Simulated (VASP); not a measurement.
# Ti in VASP: notebook

Ti is run at these levels: PBE; tasks: single point, relaxation of cell and atoms.

Everything below comes from runs of VASP 6.6.1. Logs are shortened: lines on timing, memory, paths and dates and some standing lists are left out, and cuts for length are marked.

## Step 1: The cell of the first run

It takes space group Fm-3m (No. 225, cubic). The conventional cell has a = 4.112 Å, b = 4.112 Å, c = 4.112 Å, α = 90.00°, β = 90.00°, γ = 90.00°. Within 3.8 Å of Ti (site symmetry m-3m) lie 12 Ti at 2.91 Å.

The cell was built from a structure type or drawn by symmetry, and may not be a known phase.

## Step 2: Single point, PBE

INCAR reads:

```
ALGO = Normal ; EDIFF = 1E-7
ENCUT = 520 ; GGA = PE
ISIF = 2 ; ISMEAR = 0
LASPH = True ; LCHARG = True
LELF = True ; LREAL = False
LVHAR = True ; LWAVE = False
NBANDS = 12 ; NELM = 100
PREC = Accurate ; SIGMA = 0.1
```

KPOINTS reads:

```
k-points
0
Gamma
  24 24 24
```

POSCAR reads:

```
Ti
1.0
    0.0000000000      2.0560746077      2.0560746077
    2.0560746077      0.0000000000      2.0560746077
    2.0560746077      2.0560746077      0.0000000000
Ti
1
Direct
    0.0000000000      0.0000000000      0.0000000000
```

Potentials or basis: VASP PAW PBE potentials, release 64 (Ti_sv).

Command:

```bash
cat potpaw_PBE.64/Ti_sv/POTCAR > POTCAR
mpirun -np 1 vasp_std > vasp.out
```

OUTCAR:

```text
EDIFF = 1E-7
   ENCUT = 520
   GGA = PE
   ISIF = 2
   ISMEAR = 0
   LASPH = True
   LREAL = False
   NELM = 100
   PREC = Accurate

 ion  position               nearest neighbor table
   1  0.000  0.000  0.000-

  LATTYP: Found a face centered cubic cell.
 ALAT       =     4.1121492154

  Lattice vectors:

 A1 = (   0.0000000000,   2.0560746077,   2.0560746077)
 A2 = (   2.0560746077,   0.0000000000,   2.0560746077)
 A3 = (   2.0560746077,   2.0560746077,   0.0000000000)

Analysis of symmetry for initial positions (statically):
=====================================================================
 Subroutine PRICEL returns:
 Original cell was already a primitive cell.

 Routine SETGRP: Setting up the symmetry group for a
 face centered cubic supercell.

 Subroutine GETGRP returns: Found 48 space group operations
 (whereof 48 operations were pure point group operations)
 out of a pool of 48 trial point group operations.

The static configuration has the point symmetry O_h .

Analysis of symmetry for dynamics (positions and initial velocities):
=====================================================================
 Subroutine PRICEL returns:
 Original cell was already a primitive cell.

 Routine SETGRP: Setting up the symmetry group for a
 face centered cubic supercell.

 Subroutine GETGRP returns: Found 48 space group operations
 (whereof 48 operations were pure point group operations)
 out of a pool of 48 trial point group operations.

The dynamic configuration has the point symmetry O_h .

 Subroutine INISYM returns: Found 48 space group operations
 (whereof 48 operations are pure point group operations),
 and found     1 'primitive' translations

----------------------------------------------------------------------------------------

                                     Primitive cell

  volume of cell :      17.3839

  direct lattice vectors                    reciprocal lattice vectors
     0.000000000  2.056074608  2.056074608    -0.243181837  0.243181837  0.243181837
     2.056074608  0.000000000  2.056074608     0.243181837 -0.243181837  0.243181837
     2.056074608  2.056074608  0.000000000     0.243181837  0.243181837 -0.243181837

  length of vectors
     2.907728595  2.907728595  2.907728595     0.421203297  0.421203297  0.421203297

  position of ions in fractional coordinates (direct lattice)
     0.000000000  0.000000000  0.000000000

  ion indices of the primitive-cell ions
   primitive index   ion index
                 1           1

----------------------------------------------------------------------------------------

 KPOINTS: k-points

Automatic generation of k-mesh.
 Grid dimensions read from file:
 generate k-points for:   24   24   24

 Generating k-lattice:

  Cartesian coordinates                     Fractional coordinates (reciprocal lattice)
    -0.010132577  0.010132577  0.010132577     0.041666667  0.000000000  0.000000000
     0.010132577 -0.010132577  0.010132577     0.000000000  0.041666667  0.000000000
     0.010132577  0.010132577 -0.010132577     0.000000000  0.000000000  0.041666667

  Length of vectors
     0.017550137  0.017550137  0.017550137

  Shift w.r.t. Gamma in fractional coordinates (k-lattice)
     0.000000000  0.000000000  0.000000000

 Subroutine IBZKPT returns following result:
 ===========================================

 Found    413 irreducible k-points:

 Following reciprocal coordinates:
            Coordinates               Weight
  0.000000  0.000000  0.000000      1.000000
  0.041667  0.000000  0.000000      8.000000
  0.083333  0.000000  0.000000      8.000000
  0.125000  0.000000  0.000000      8.000000
  0.166667  0.000000  0.000000      8.000000
  0.208333  0.000000  0.000000      8.000000
[... 16 lines left out ...]
  0.416667  0.041667  0.000000     24.000000
  0.458333  0.041667  0.000000     24.000000
 [... further k-points ...]
   k-points           NKPTS =    413   k-points in BZ     NKDIM =    413   number of bands    NBANDS=     12
   number of dos      NEDOS =    301   number of ions     NIONS =      1
   total plane-waves  NPLWV =  13824
   dimension x,y,z NGX =    24 NGY =   24 NGZ =   24
   dimension x,y,z NGXF=    48 NGYF=   48 NGZF=   48
   ions per type =               1
   NGX,Y,Z   is equivalent  to a cutoff of  13.72, 13.72, 13.72 a.u.
   NGXF,Y,Z  is equivalent  to a cutoff of  27.44, 27.44, 27.44 a.u.
 SYSTEM =  unknown system
   PREC   = accura    normal or accurate (medium, high low for compatibility)
   ISTART =      0    job   : 0-new  1-cont  2-samecut
   ICHARG =      2    charge: 1-file 2-atom 10-const
   ISPIN  =      1    spin polarized calculation?
   LNONCOLLINEAR =      F non collinear calculations
   LSORBIT =      F    spin-orbit coupling
   LASPH  =      T    aspherical Exc in radial PAW
   ENCUT  =  520.0 eV  38.22 Ry    6.18 a.u.   5.41  5.41  5.41*2*pi/ulx,y,z
   NELM   =    100;   NELMIN=  2; NELMDL= -5     # of ELM steps
   EDIFF  = 0.1E-06   stopping-criterion for ELM
   LREAL  =      F    real-space projection
   EDIFFG = 0.1E-05   stopping-criterion for IOM
   NSW    =      0    number of steps for IOM
   IBRION =     -1    ionic relax: 0-MD 1-quasi-New 2-CG
   NFREE  =      0    steps in history (QN), initial steepest desc. (CG)
   ISIF   =      2    stress and relaxation
   ISYM   =      2    0-nonsym 1-usesym 2-fastsym
   POTIM  = 0.5000    time-step for ionic-motion
   TEBEG  =    0.0;   TEEND  =   0.0 temperature during run
   PSTRESS=    0.0 pullay stress
   NELECT =      12.0000    total number of electrons
   NUPDOWN=      -1.0000    fix difference up-down
   EMIN   =  10.00;   EMAX   =-10.00  energy-range for DOS
   EFERMI =   0.00;   METHOD = LEGACY
   ISMEAR =     0;   SIGMA  =   0.10  broadening in eV -4-tet -1-fermi 0-gaus
   EFERMI_NEDOS =   21; number of points for ismear=-14 and -15
   IALGO  =     38    algorithm
   IMIX   =      4    mixing-type and parameters
     AMIX     =   0.40;   BMIX     =  1.00
     AMIX_MAG =   1.60;   BMIX_MAG =  1.00
  volume/ion in A,a.u.               =      17.38       117.31
  Fermi-wavevector in a.u.,A,eV,Ry     =   1.446837  2.734126 28.481597  2.093338
  Thomas-Fermi vector in A             =   2.564861
   LORBIT       =      0    0 simple, 1 ext, 2 COOP (PROOUT), +10 PAW based schemes
   GGA     = PE    functional components
   LHFCALC =     F    Hartree Fock is set to
   AEXX    =    0.0000 exact exchange contribution
   IVDW    =     0    specifies the selected vdW correction
   LEPSILON=     F    determine dielectric tensor
   LRPA    =     F    only Hartree local field effects (RPA)
 non-spin polarized calculation
 Gauss-broadening in eV      SIGMA  =   0.10
  energy-cutoff  :      520.00
  volume of cell :       17.38
 maximum number of plane-waves:       489
 NGX is ok and might be reduce to    24
   NGX = 11   NGY = 11   NGZ = 11

 number of electron      12.0000002 magnetization

 Free energy of the ion-electron system (eV)
  ---------------------------------------------------
  ext. energy  EPLUGINS =         0.00000000
  ---------------------------------------------------
  free energy    TOTEN  =        -7.78211870 eV

  energy without entropy =       -7.77317632  energy(sigma->0) =       -7.77764751

 E-fermi :   8.2097     XC(G=0): -11.4947

 val. band max:        8.2084790414   @ k =  -0.4583   0.1250   0.0417
 cond. band min:       8.2145842706   @ k =  -0.1667   0.1250   0.0417
 fundamental gap:      0.0061052292
 Fermi energy:         8.2096575445

 k-point     1 :       0.0000    0.0000    0.0000
  band No.  band energies     occupation
      1     -48.5027      2.00000
      2     -24.3630      2.00000
      3     -24.3630      2.00000
      4     -24.3630      2.00000
      5       2.1165      2.00000
      6       9.0840      0.00000
      7       9.0840      0.00000
      8       9.0840      0.00000
      9      10.7126      0.00000
     10      10.7126      0.00000
     11      23.4517      0.00000
     12      27.9235      0.00000

 k-point     2 :       0.0417    0.0000    0.0000
  band No.  band energies     occupation
      1     -48.5007      2.00000
      2     -24.3748      2.00000
      3     -24.3645      2.00000
      4     -24.3645      2.00000
      5       2.1729      2.00000
      6       9.0487      0.00000
      7       9.1047      0.00000
      8       9.1047      0.00000
      9      10.6989      0.00000
     10      10.6989      0.00000
     11      23.4996      0.00000
     12      27.4132      0.00000

 k-point     3 :       0.0833    0.0000    0.0000
  band No.  band energies     occupation
      1     -48.4947      2.00000
      2     -24.4092      2.00000
      3     -24.3689      2.00000
      4     -24.3689      2.00000
      5       2.3401      2.00000
      6       8.9484      0.00000
      7       9.1625      0.00000
      8       9.1625      0.00000
      9      10.6633      0.00000
     10      10.6634      0.00000
     11      23.6139      0.00000
     12      26.3628      0.00000

 k-point     4 :       0.1250    0.0000    0.0000
  band No.  band energies     occupation
      1     -48.4851      2.00000
      2     -24.4636      2.00000
      3     -24.3757      2.00000
      4     -24.3757      2.00000
      5       2.6115      2.00000
      6       8.7981      0.00000
      7       9.2430      0.00000
      8       9.2430      0.00000
      9      10.6233      0.00000
     10      10.6233      0.00000
     11      23.6671      0.00000
     12      25.2764      0.00000

 k-point     5 :       0.1667    0.0000    0.0000
  band No.  band energies     occupation
      1     -48.4726      2.00000
      2     -24.5340      2.00000
      3     -24.3846      2.00000
      4     -24.3846      2.00000
      5       2.9758      2.00000
      6       8.6199      0.00000
      7       9.3197      0.00000
      8       9.3197      0.00000
      9      10.6089      0.00000
     10      10.6089      0.00000
     11      23.2510      0.00000
     12      24.6041      0.00000
[... 228 lines left out ...]
      1     -48.4155      2.00000
      2     -24.8400      2.00000
      3     -24.4332      2.00000
      4     -24.4242      2.00000
      5       4.7587      2.00000
      6       8.1549      1.56152
      7       9.1775      0.00000
      8       9.2579      0.00000
      9      11.0307      0.00000
     10      11.2694      0.00000
     11      19.2761      0.00000
     12      23.6519      0.00000

 k-point    22 :       0.3750    0.0417    0.0000
  band No.  band energies     occupation
      1     -48.4021      2.00000
      2     -24.9108      2.00000
      3     -24.4415      2.00000
      4     -24.4349      2.00000
      5       5.1597      2.00000
      6       8.2295      0.77902
      7       9.0852      0.00000
      8       9.1724      0.00000
      9      11.2939      0.00000
     10      11.4732      0.00000
     11      18.2508      0.00000
     12      23.3142      0.00000

 k-point    23 :       0.4167    0.0417    0.0000
  band No.  band energies     occupation
      1     -48.3914      2.00000
      2     -24.9671      2.00000
      3     -24.4474      2.00000
      4     -24.4442      2.00000
      5       5.4416      2.00000
      6       8.4001      0.00709
      7       9.0183      0.00000
      8       9.0955      0.00000
      9      11.5394      0.00000
     10      11.6424      0.00000
     11      17.3666      0.00000
     12      23.0306      0.00000

 k-point    24 :       0.4583    0.0417    0.0000
  band No.  band energies     occupation
      1     -48.3840      2.00000
      2     -25.0054      2.00000
      3     -24.4512      2.00000
      4     -24.4508      2.00000
      5       5.6020      2.00000
      6       8.5850      0.00000
      7       8.9965      0.00000
      8       9.0385      0.00000
      9      11.7373      0.00000
     10      11.7504      0.00000
     11      16.7083      0.00000
     12      22.8334      0.00000

 [... further k-points ...]

------------------------ aborting loop because EDIFF is reached ----------------------------------------

  FORCE on cell =-STRESS in cart. coord.  units (eV):
  Direction    XX          YY          ZZ          XY          YZ          ZX
  --------------------------------------------------------------------------------------
  -------------------------------------------------------------------------------------
  Total       -0.0291843     -0.0291843     -0.0291843      0.0000000      0.0000000     -0.0000000
  in kB       -2.6897622     -2.6897622     -2.6897622      0.0000000      0.0000000     -0.0000000
  external PRESSURE =      -2.6897622 kB  Pullay stress =       0.0000000 kB

 VOLUME and BASIS-vectors are now :
 -----------------------------------------------------------------------------
  energy-cutoff  :      520.00
  volume of cell :       17.38
      direct lattice vectors                 reciprocal lattice vectors
     0.000000000  2.056074608  2.056074608    -0.243181837  0.243181837  0.243181837
     2.056074608  0.000000000  2.056074608     0.243181837 -0.243181837  0.243181837
     2.056074608  2.056074608  0.000000000     0.243181837  0.243181837 -0.243181837

 POSITION                                       TOTAL-FORCE (eV/Angst)
 -----------------------------------------------------------------------------------
      0.00000      0.00000      0.00000         0.000000      0.000000      0.000000
 -----------------------------------------------------------------------------------
    total drift:                                0.000000      0.000000      0.000000

  FREE ENERGIE OF THE ION-ELECTRON SYSTEM (eV)
  ---------------------------------------------------
  free  energy   TOTEN  =        -7.7821186982 eV

  energy  without entropy=       -7.7731763218  energy(sigma->0) =       -7.77764751
```

Run time: 56 s. Hardware: 1 thread of Intel Xeon Platinum 8259CL at 2.50GHz (Skylake/Cascade Lake), shared host; peak memory 0.21 GiB.

What came out:

```
Free energy            : -7.7821 eV
Pressure               : -0.3 GPa
Band gap on the k mesh : zero (bands 6 and 7 overlap by 1.25 eV)
```

## Step 3: Relaxation of cell and atoms, PBE

INCAR reads:

```
ALGO = Normal
EDIFF = 1E-7
EDIFFG = -0.01
ENCUT = 600
GGA = PE
IBRION = 2
ISIF = 3
ISMEAR = 0
LASPH = True
LCHARG = False
LREAL = False
LWAVE = False
NELM = 100
NSW = 100
PREC = Accurate
SIGMA = 0.1
```

KPOINTS reads:

```
k-points
0
Gamma
  26 26 26
```

POSCAR reads:

```
Ti
1.0
   -1.4593301235      1.4593301235      2.0409355712
    1.4593301235     -1.4593301235      2.0409355712
    1.4593301235      1.4593301235     -2.0409355712
Ti
1
Direct
    0.5000000000      0.5000000000      0.0000000000
```

Potentials or basis: VASP PAW PBE potentials, release 64 (Ti_sv).

Command:

```bash
cat potpaw_PBE.64/Ti_sv/POTCAR > POTCAR
mpirun -np 1 vasp_std > vasp.out
```

Run time: 3.6 min. Hardware: 1 thread of Intel Xeon 6975P-C (Granite Rapids), shared host; peak memory 0.41 GiB.

The run converged. Its results:

* Free energy: -7.7820 eV
* Relaxed volume: 17.33 Å³/atom
* Relaxed cell: a = 2.905 Å, b = 2.905 Å, c = 2.905 Å, α = 120.00°, β = 120.00°, γ = 90.00°
* Space group after relaxing (to 0.1 Å): Fm-3m (No. 225)
* Energy gained by relaxing: 0.2 meV/atom
* Ionic steps: 5
* Pressure after relaxing: 0.0 GPa
* Band gap on the k mesh: zero (bands 6 and 7 overlap by 1.37 eV)

The path:
```csv
step,energy change (eV),largest force (eV/Å),pressure (GPa),volume (Å³)
1,0.0000,0.0000,-0.29,17.39
2,-0.0001,0.0000,0.20,17.31
3,-0.0001,0.0000,0.13,17.32
4,-0.0001,0.0000,0.09,17.33
5,-0.0002,0.0000,0.04,17.33
```

Final structure:
```
Ti
1.0
    -1.45249    1.45249    2.05409
     1.45249   -1.45249    2.05409
     1.45249    1.45249   -2.05409
Ti
1
Direct
  0.50000 0.50000 0.00000
```

Levels at points of the mesh, in eV from the Fermi level:
| k point | band 3 | band 4 | band 5 | band 6 | band 7 | band 8 | band 9 | band 10 |
| --- | --- | --- | --- | --- | --- | --- | --- | --- |
| (0.00, 0.00, 0.00) | -32.56 | -32.56 | -6.10 | 0.88 | 0.88 | 0.88 | 2.51 | 2.51 |
| (0.50, 0.00, 0.00) | -32.65 | -32.65 | -2.59 | 0.64 | 0.76 | 0.76 | 3.58 | 3.58 |
| (0.50, 0.50, 0.00) | -32.80 | -32.80 | -2.58 | -1.71 | 2.85 | 3.57 | 3.85 | 3.85 |
| (0.50, 0.50, 0.50) | -32.80 | -32.80 | -2.58 | -1.71 | 2.85 | 3.57 | 3.85 | 3.85 |
